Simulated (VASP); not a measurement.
# C (I4_1/amd) in VASP: a series of runs

C is run at these levels: PBE; tasks: single point.

Everything below comes from runs of VASP 6.6.1. Logs are shortened: lines on timing, memory, paths and dates and some standing lists are left out, and cuts for length are marked.

## 1. The cell of the first run

Symmetry: I4_1/amd, No. 141, tetragonal system. The conventional cell has a = 2.724 Å, b = 2.724 Å, c = 3.424 Å, α = 90.00°, β = 90.00°, γ = 90.00°. Within 2.1 Å of C (site symmetry -4m2) lie 4 C at 1.61 Å.

## 2. Single point, PBE (strain +0.080 along x and y, -0.040 along z)

INCAR reads:

```
PREC = Accurate
ENCUT = 520
EDIFF = 1E-6
ISMEAR = 0
SIGMA = 0.05
LREAL = F
LASPH = T
NELM = 60
ALGO = Normal
ISIF = 2
LWAVE = F
LCHARG = F
GGA = PE
NBANDS = 11
```

KPOINTS reads:

```
Automatic mesh
0
Gamma
  12 12 12
```

POSCAR reads:

```
C
1.0
    0.0000000000      1.9260720000      1.7120640000
    1.9260720000      0.0000000000      1.7120640000
    1.9260720000      1.9260720000      0.0000000000
C
2
Direct
    0.5000000000      0.5000000000      0.5000000000
    0.7500000000      0.7500000000      0.7500000000
```

Potentials or basis: VASP PAW PBE potentials, release 64 (C).

Command:

```console
$ cat potpaw_PBE.64/C/POTCAR > POTCAR
$ mpirun -np 1 vasp_std > vasp.out
```

OUTCAR:

```text
PREC = Accurate
   ENCUT = 520
   EDIFF = 1E-6
   ISMEAR = 0
   LREAL = F
   LASPH = T
   NELM = 60
   ISIF = 2
   GGA = PE

 ion  position               nearest neighbor table
   1  0.500  0.500  0.500-   2 1.61   2 1.61   2 1.61   2 1.61
   2  0.750  0.750  0.750-   1 1.61   1 1.61   1 1.61   1 1.61

  LATTYP: Found a body centered tetragonal cell.
 ALAT       =     2.7238771445
 C/A-ratio  =     1.2570787221

  Lattice vectors:

 A1 = (   0.0000000000,  -1.9260720000,  -1.7120640000)
 A2 = (   0.0000000000,   1.9260720000,  -1.7120640000)
 A3 = (   1.9260720000,   0.0000000000,   1.7120640000)

Analysis of symmetry for initial positions (statically):
=====================================================================
 Subroutine PRICEL returns:
 Original cell was already a primitive cell.

 Routine SETGRP: Setting up the symmetry group for a
 body centered tetragonal supercell.

 Subroutine GETGRP returns: Found 16 space group operations
 (whereof  8 operations were pure point group operations)
 out of a pool of 16 trial point group operations.

The static configuration has the point symmetry D_2d.
 The point group associated with its full space group is D_4h.

Analysis of symmetry for dynamics (positions and initial velocities):
=====================================================================
 Subroutine PRICEL returns:
 Original cell was already a primitive cell.

 Routine SETGRP: Setting up the symmetry group for a
 body centered tetragonal supercell.

 Subroutine GETGRP returns: Found 16 space group operations
 (whereof  8 operations were pure point group operations)
 out of a pool of 16 trial point group operations.

The dynamic configuration has the point symmetry D_2d.
 The point group associated with its full space group is D_4h.

 Subroutine INISYM returns: Found 16 space group operations
 (whereof  8 operations are pure point group operations),
 and found     1 'primitive' translations

----------------------------------------------------------------------------------------

                                     Primitive cell

  volume of cell :      12.7027

  direct lattice vectors                    reciprocal lattice vectors
     0.000000000  1.926072000  1.712064000    -0.259595695  0.259595695  0.292045157
     1.926072000  0.000000000  1.712064000     0.259595695 -0.259595695  0.292045157
[... 91 lines left out ...]
   ISIF   =      2    stress and relaxation
   ISYM   =      2    0-nonsym 1-usesym 2-fastsym
   POTIM  = 0.5000    time-step for ionic-motion
   TEBEG  =    0.0;   TEEND  =   0.0 temperature during run
   PSTRESS=    0.0 pullay stress
   NELECT =       8.0000    total number of electrons
   NUPDOWN=      -1.0000    fix difference up-down
   EMIN   =  10.00;   EMAX   =-10.00  energy-range for DOS
   EFERMI =   0.00;   METHOD = LEGACY
   ISMEAR =     0;   SIGMA  =   0.05  broadening in eV -4-tet -1-fermi 0-gaus
   EFERMI_NEDOS =   21; number of points for ismear=-14 and -15
   IALGO  =     38    algorithm
   IMIX   =      4    mixing-type and parameters
     AMIX     =   0.40;   BMIX     =  1.00
     AMIX_MAG =   1.60;   BMIX_MAG =  1.00
  volume/ion in A,a.u.               =       6.35        42.86
  Fermi-wavevector in a.u.,A,eV,Ry     =   1.403265  2.651787 26.791964  1.969154
  Thomas-Fermi vector in A             =   2.525944
   LORBIT       =      0    0 simple, 1 ext, 2 COOP (PROOUT), +10 PAW based schemes
   GGA     = PE    functional components
   LHFCALC =     F    Hartree Fock is set to
   AEXX    =    0.0000 exact exchange contribution
   IVDW    =     0    specifies the selected vdW correction
   LEPSILON=     F    determine dielectric tensor
   LRPA    =     F    only Hartree local field effects (RPA)
 non-spin polarized calculation
 Gauss-broadening in eV      SIGMA  =   0.05
  energy-cutoff  :      520.00
  volume of cell :       12.70
 maximum number of plane-waves:       357
   NGX =  9   NGY =  9   NGZ = 11

 number of electron       8.0000001 magnetization

 Free energy of the ion-electron system (eV)
  ---------------------------------------------------
  ext. energy  EPLUGINS =         0.00000000
  ---------------------------------------------------
  free energy    TOTEN  =       -17.74318876 eV

  energy without entropy =      -17.74318876  energy(sigma->0) =      -17.74318876

 E-fermi :   9.3670     XC(G=0): -12.7101

 val. band max:        9.1391200872   @ k =   0.0000   0.0000   0.0000
 cond. band min:      10.4319070986   @ k =   0.3333   0.3333   0.0000
 fundamental gap:      1.2927870114
 Fermi energy:         9.3670416024

 k-point     1 :       0.0000    0.0000    0.0000
  band No.  band energies     occupation
      1     -11.8333      2.00000
      2       7.6984      2.00000
      3       7.6984      2.00000
      4       9.1391      2.00000
      5      12.6625      0.00000
      6      14.0336      0.00000
      7      14.0336      0.00000
      8      18.8222      0.00000
      9      26.2216      0.00000
     10      30.8043      0.00000
     11      32.7463      0.00000
[... 309 lines left out ...]
 k-point    24 :      -0.4167    0.1667    0.0000
  band No.  band energies     occupation
      1      -6.3750      2.00000
      2      -2.9554      2.00000
      3       4.0358      2.00000
      4       4.2290      2.00000
      5      13.6056      0.00000
      6      17.5799      0.00000
      7      18.8954      0.00000
      8      21.5527      0.00000
      9      26.3289      0.00000
     10      30.5743      0.00000
     11      31.1153      0.00000

 [... further k-points ...]

------------------------ aborting loop because EDIFF is reached ----------------------------------------

  FORCE on cell =-STRESS in cart. coord.  units (eV):
  Direction    XX          YY          ZZ          XY          YZ          ZX
  --------------------------------------------------------------------------------------
  -------------------------------------------------------------------------------------
  Total       -5.2254003     -5.2254003      1.4947692      0.0000000      0.0000000      0.0000000
  in kB     -659.0754303   -659.0754303    188.5340070      0.0000000      0.0000000      0.0000000
  external PRESSURE =    -376.5389512 kB  Pullay stress =       0.0000000 kB

 VOLUME and BASIS-vectors are now :
 -----------------------------------------------------------------------------
  energy-cutoff  :      520.00
  volume of cell :       12.70
      direct lattice vectors                 reciprocal lattice vectors
     0.000000000  1.926072000  1.712064000    -0.259595695  0.259595695  0.292045157
     1.926072000  0.000000000  1.712064000     0.259595695 -0.259595695  0.292045157
     1.926072000  1.926072000  0.000000000     0.259595695  0.259595695 -0.292045157

 POSITION                                       TOTAL-FORCE (eV/Angst)
 -----------------------------------------------------------------------------------
      1.92607      1.92607      1.71206         0.000000      0.000000     -0.000000
      2.88911      2.88911      2.56810        -0.000000     -0.000000      0.000000
 -----------------------------------------------------------------------------------
    total drift:                                0.000000     -0.000000      0.000000

  FREE ENERGIE OF THE ION-ELECTRON SYSTEM (eV)
  ---------------------------------------------------
  free  energy   TOTEN  =       -17.7431887626 eV

  energy  without entropy=      -17.7431887626  energy(sigma->0) =      -17.74318876
```

stdout:

```text
POSCAR found type information on POSCAR C
 POSCAR found :  1 types and       2 ions
 scaLAPACK will be used
 LDA part: xc-table for (Slater+PW92), standard interpolation
 POSCAR, INCAR and KPOINTS ok, starting setup
 FFT: planning ... GRIDC
 FFT: planning ... GRID_SOFT
 FFT: planning ... GRID
 WAVECAR not read
 entering main loop
```

It took 17 s on 1 thread of Intel Xeon Platinum 8259CL at 2.50GHz (Skylake/Cascade Lake), shared host; peak memory 0.13 GiB.

Results:

```yaml
Free_energy: -17.7432 eV
Pressure: -37.7 GPa
Band_gap_on_the_k_mesh: 1.29 eV, indirect (least direct gap 3.52 eV)
```

Levels at points of the mesh, in eV from the valence-band top:
```
           k point  band 2  band 3  band 4  band 5  band 6  band 7
(0.00, 0.00, 0.00)   -1.44   -1.44    0.00    3.52    4.89    4.89
(0.50, 0.00, 0.00)  -13.11   -4.32   -2.63    4.96    6.61    8.64
(0.50, 0.50, 0.00)  -11.84   -7.57   -7.57    1.95    1.95   14.47
(0.50, 0.00, 0.50)  -13.47   -5.98   -5.98    4.48    4.48   13.45
```

Caveat: the cell differs from its parent crystal (strain +0.080 along x and y, -0.040 along z).

## 3. Single point, PBE (strain +0.080 along x and y, +0.000 along z)

INCAR is that of step 2.

KPOINTS reads:

```
regular mesh
0
Gamma
  12 12 12
```

POSCAR reads:

```
C
1.0
    0.0000000000      1.9260720000      1.7834000000
    1.9260720000      0.0000000000      1.7834000000
    1.9260720000      1.9260720000      0.0000000000
C
2
Direct
    0.5000000000      0.5000000000      0.5000000000
    0.7500000000      0.7500000000      0.7500000000
```

Potentials or basis: VASP PAW PBE potentials, release 64 (C).

Command:

```console
$ cat potpaw_PBE.64/C/POTCAR > POTCAR
$ mpirun -np 1 vasp_std > vasp.out
```

Wall time 17 s (1 thread of Intel Xeon Platinum 8259CL at 2.50GHz (Skylake/Cascade Lake), shared host); peak memory 0.13 GiB.

The run converged. Its results:

* Free energy: -17.7550 eV
* Pressure: -48.4 GPa
* Band gap on the k mesh: 2.12 eV, indirect (least direct gap 3.99 eV)

Stress tensor (GPa, compression positive):
```
-66.90   0.00   0.00
  0.00 -66.90   0.00
  0.00   0.00 -11.53
```

Levels at points of the mesh, in eV from the valence-band top:
| k point | band 2 | band 3 | band 4 | band 5 | band 6 | band 7 |
| --- | --- | --- | --- | --- | --- | --- |
| (0.00, 0.00, 0.00) | -0.95 | -0.95 | 0.00 | 3.99 | 4.87 | 4.87 |
| (0.50, 0.00, 0.00) | -12.41 | -3.61 | -2.50 | 5.49 | 6.94 | 8.05 |
| (0.50, 0.50, 0.00) | -11.70 | -6.68 | -6.68 | 2.76 | 2.76 | 14.16 |
| (0.50, 0.00, 0.50) | -12.71 | -5.69 | -5.69 | 4.35 | 4.35 | 13.59 |

Caveat: the cell differs from its parent crystal (strain +0.080 along x and y, +0.000 along z).

## 4. Single point, PBE (strain -0.080 along x and y, +0.080 along z)

INCAR reads:

```
SYSTEM = C
PREC = Accurate
ENCUT = 520
EDIFF = 1E-6
ISMEAR = 0
SIGMA = 0.05
LREAL = .FALSE.
LASPH = .TRUE.
NELM = 60
ALGO = Normal
ISIF = 2
LWAVE = .FALSE.
LCHARG = .FALSE.
GGA = PE
NBANDS = 11
```

KPOINTS reads:

```
regular mesh
0
G
  12 12 12
  0 0 0
```

POSCAR reads:

```
C
1.0
    0.0000000000      1.6407280000      1.9260720000
    1.6407280000      0.0000000000      1.9260720000
    1.6407280000      1.6407280000      0.0000000000
C
2
Direct
    0.5000000000      0.5000000000      0.5000000000
    0.7500000000      0.7500000000      0.7500000000
```

Command:

```console
$ cat potpaw_PBE.64/C/POTCAR > POTCAR
$ mpirun -np 1 vasp_std > vasp.out
```

Wall time 11 s (1 thread of Intel Xeon 6975P-C, shared host); peak memory 0.12 GiB.

The run converged. Its results:

| Property | Result |
| --- | --- |
| Free energy | -17.4092 eV |
| Pressure | 49.7 GPa |
| Band gap on the k mesh | 2.23 eV, indirect (least direct gap 4.39 eV) |

Stress tensor (GPa, compression positive):
```
112.82   0.00   0.00
  0.00 112.82   0.00
  0.00   0.00 -76.67
```

Levels at points of the mesh, in eV from the valence-band top:
| k point | band 2 | band 3 | band 4 | band 5 | band 6 | band 7 |
| --- | --- | --- | --- | --- | --- | --- |
| (0.00, 0.00, 0.00) | -3.06 | 0.00 | 0.00 | 4.39 | 4.39 | 6.44 |
| (0.50, 0.00, 0.00) | -15.37 | -5.70 | -2.28 | 4.66 | 8.56 | 11.51 |
| (0.50, 0.50, 0.00) | -16.13 | -6.00 | -6.00 | 6.69 | 6.69 | 16.31 |
| (0.50, 0.00, 0.50) | -13.46 | -8.51 | -8.51 | 2.79 | 2.79 | 15.98 |

Caveat: the cell differs from its parent crystal (strain -0.080 along x and y, +0.080 along z). A k mesh can miss the band edges.

## 5. Single point, PBE (strain -0.080 along x and y, +0.040 along z)

INCAR reads:

```
SYSTEM = C
ALGO     = Normal         ! electronic algorithm
EDIFF    = 1E-7           ! SCF threshold, eV
ENCUT    = 520            ! plane-wave cutoff, eV
GGA      = PE             ! functional
ISIF     = 2              ! what is computed and relaxed
ISMEAR   = 0              ! smearing method
LASPH    = .TRUE.         ! aspherical terms in the spheres
LCHARG   = .FALSE.        ! write CHGCAR
LREAL    = .FALSE.        ! projectors in reciprocal space
LWAVE    = .FALSE.        ! write WAVECAR
NBANDS   = 11             ! bands
NELM     = 60             ! most SCF steps
PREC     = Accurate       ! precision mode
SIGMA    = 0.05           ! smearing width, eV
```

KPOINTS reads:

```
k-points
0
G
  12 12 12
  0 0 0
```

POSCAR reads:

```
C
1.0
    0.0000000000      1.6407280000      1.8547360000
    1.6407280000      0.0000000000      1.8547360000
    1.6407280000      1.6407280000      0.0000000000
C
2
Direct
    0.5000000000      0.5000000000      0.5000000000
    0.7500000000      0.7500000000      0.7500000000
```

Command:

```console
$ cat potpaw_PBE.64/C/POTCAR > POTCAR
$ mpirun -np 1 vasp_std > vasp.out
```

Run time: 11 s. Hardware: 1 thread of Intel Xeon 6975P-C, shared host; peak memory 0.12 GiB.

It converged, with:

```yaml
Free_energy: -17.5301 eV
Pressure: 73.7 GPa
Band_gap_on_the_k_mesh: 2.77 eV, indirect (least direct gap 4.80 eV)
```

Stress tensor (GPa, compression positive):
```
122.38   0.00   0.00
  0.00 122.38   0.00
  0.00   0.00 -23.78
```

Levels at points of the mesh, in eV from the valence-band top:
| k point | band 1 | band 2 | band 3 | band 4 | band 5 | band 6 | band 7 | band 8 |
| --- | --- | --- | --- | --- | --- | --- | --- | --- |
| (0.00, 0.00, 0.00) | -24.05 | -2.32 | 0.00 | 0.00 | 4.80 | 4.80 | 6.39 | 15.16 |
| (0.50, 0.00, 0.00) | -17.43 | -15.60 | -5.21 | -2.55 | 5.91 | 8.86 | 11.58 | 16.23 |
| (0.50, 0.50, 0.00) | -15.85 | -15.85 | -6.43 | -6.43 | 6.40 | 6.40 | 17.44 | 17.44 |
| (0.50, 0.00, 0.50) | -13.73 | -13.73 | -8.42 | -8.42 | 3.33 | 3.33 | 17.33 | 17.33 |

Caveat: the cell differs from its parent crystal (strain -0.080 along x and y, +0.040 along z). A k mesh can miss the band edges.

## 6. Single point, PBE (strain +0.000 along x and y, -0.080 along z)

INCAR reads:

```
SYSTEM = C
PREC = Accurate
ENCUT = 520
EDIFF = 1E-6
ISMEAR = 0
SIGMA = 0.05
LREAL = .False.
LASPH = .True.
NELM = 80
ALGO = Normal
ISIF = 2
LWAVE = .False.
LCHARG = .False.
GGA = PE
NBANDS = 11
```

KPOINTS reads:

```
regular mesh
0
Gamma
  12 12 12
  0 0 0
```

POSCAR reads:

```
C
1.0
    0.0000000000      1.7834000000      1.6407280000
    1.7834000000      0.0000000000      1.6407280000
    1.7834000000      1.7834000000      0.0000000000
C
2
Direct
    0.5000000000      0.5000000000      0.5000000000
    0.7500000000      0.7500000000      0.7500000000
```

Potentials or basis: VASP PAW PBE potentials, release 64 (C).

Command:

```console
$ cat potpaw_PBE.64/C/POTCAR > POTCAR
$ mpirun -np 1 vasp_std > vasp.out
```

OUTCAR:

```text
SYSTEM = C
   PREC = Accurate
   ENCUT = 520
   EDIFF = 1E-6
   ISMEAR = 0
   LREAL = .False.
   LASPH = .True.
   NELM = 80
   ISIF = 2
   GGA = PE

 ion  position               nearest neighbor table
   1  0.500  0.500  0.500-   2 1.50   2 1.50   2 1.50   2 1.50
   2  0.750  0.750  0.750-   1 1.50   1 1.50   1 1.50   1 1.50

  LATTYP: Found a body centered tetragonal cell.
 ALAT       =     2.5221084671
 C/A-ratio  =     1.3010764774

  Lattice vectors:

 A1 = (   0.0000000000,  -1.7834000000,  -1.6407280000)
 A2 = (   0.0000000000,   1.7834000000,  -1.6407280000)
 A3 = (   1.7834000000,   0.0000000000,   1.6407280000)

Analysis of symmetry for initial positions (statically):
=====================================================================
 Subroutine PRICEL returns:
 Original cell was already a primitive cell.

 Routine SETGRP: Setting up the symmetry group for a
 body centered tetragonal supercell.

 Subroutine GETGRP returns: Found 16 space group operations
 (whereof  8 operations were pure point group operations)
 out of a pool of 16 trial point group operations.

The static configuration has the point symmetry D_2d.
[... 166 lines left out ...]
 cond. band min:      13.9705631552   @ k =   0.4167   0.4167   0.0000
 fundamental gap:      2.1778804629
 Fermi energy:        12.1171270520

 k-point     1 :       0.0000    0.0000    0.0000
  band No.  band energies     occupation
      1     -11.6472      2.00000
      2      10.5787      2.00000
      3      10.5787      2.00000
      4      11.7927      2.00000
      5      16.1623      0.00000
      6      17.2359      0.00000
      7      17.2359      0.00000
      8      26.1964      0.00000
      9      31.4580      0.00000
     10      36.2131      0.00000
     11      37.9719      0.00000
[... 309 lines left out ...]
 k-point    24 :      -0.4167    0.1667    0.0000
  band No.  band energies     occupation
      1      -5.1336      2.00000
      2      -2.0865      2.00000
      3       6.0929      2.00000
      4       6.2826      2.00000
      5      17.6871      0.00000
      6      21.5799      0.00000
      7      24.0021      0.00000
      8      26.8229      0.00000
      9      31.3153      0.00000
     10      36.1678      0.00000
     11      37.1161      0.00000

 [... further k-points ...]
[... 5 lines left out ...]
  --------------------------------------------------------------------------------------
  -------------------------------------------------------------------------------------
  Total        1.2869024      1.2869024      6.3025344      0.0000000     -0.0000000      0.0000000
  in kB      197.5568445    197.5568445    967.5238858      0.0000000     -0.0000000      0.0000000
  external PRESSURE =     454.2125249 kB  Pullay stress =       0.0000000 kB

 VOLUME and BASIS-vectors are now :
 -----------------------------------------------------------------------------
  energy-cutoff  :      520.00
  volume of cell :       10.44
      direct lattice vectors                 reciprocal lattice vectors
     0.000000000  1.783400000  1.640728000    -0.280363351  0.280363351  0.304742773
     1.783400000  0.000000000  1.640728000     0.280363351 -0.280363351  0.304742773
     1.783400000  1.783400000  0.000000000     0.280363351  0.280363351 -0.304742773

 POSITION                                       TOTAL-FORCE (eV/Angst)
 -----------------------------------------------------------------------------------
      1.78340      1.78340      1.64073         0.000000      0.000000      0.000000
      2.67510      2.67510      2.46109         0.000000      0.000000      0.000000
 -----------------------------------------------------------------------------------
    total drift:                                0.000000     -0.000000      0.000000

  FREE ENERGIE OF THE ION-ELECTRON SYSTEM (eV)
  ---------------------------------------------------
  free  energy   TOTEN  =       -17.9119435975 eV

  energy  without entropy=      -17.9119435975  energy(sigma->0) =      -17.91194360
```

stdout:

```text
POSCAR found type information on POSCAR C
 POSCAR found :  1 types and       2 ions
 scaLAPACK will be used
 LDA part: xc-table for (Slater+PW92), standard interpolation
 POSCAR, INCAR and KPOINTS ok, starting setup
 FFT: planning ... GRIDC
 FFT: planning ... GRID_SOFT
 FFT: planning ... GRID
 WAVECAR not read
 entering main loop
```

It took 11 s on 1 thread of Intel Xeon 6975P-C, shared host; peak memory 0.12 GiB.

Results:

```
Free energy            : -17.9119 eV
Pressure               : 45.4 GPa
Band gap on the k mesh : 2.18 eV, indirect (least direct gap 4.37 eV)
```

Stress tensor (GPa, compression positive):
```
19.76  0.00  0.00
 0.00 19.76  0.00
 0.00  0.00 96.75
```

Caveat: the cell differs from its parent crystal (strain +0.000 along x and y, -0.080 along z).

## 7. Summary

| cell | gap on the mesh (eV) | pressure (GPa) |
| --- | --- | --- |
| a = 2.577, b = 2.577, c = 2.724 Å, angles 58.1, 58.1, 63.8°, 2 atoms | 1.29 | -37.7 |
| a = 2.625, b = 2.625, c = 2.724 Å, angles 58.7, 58.7, 62.5°, 2 atoms | 2.12 | -48.4 |
| a = 2.530, b = 2.530, c = 2.320 Å, angles 62.7, 62.7, 54.6°, 2 atoms | 2.23 | 49.7 |
| a = 2.476, b = 2.476, c = 2.320 Å, angles 62.1, 62.1, 55.9°, 2 atoms | 2.77 | 73.7 |
| a = 2.423, b = 2.423, c = 2.522 Å, angles 58.6, 58.6, 62.7°, 2 atoms | 2.18 | 45.4 |

Alike in all rows: task single point; level PBE; potentials or basis VASP PAW PBE potentials, release 64 (C); no spin polarisation; k mesh 12 × 12 × 12; cutoff (eV) 520; smearing gaussian 0.05 eV.

Absolute energies hang on the potentials; compare differences alone.
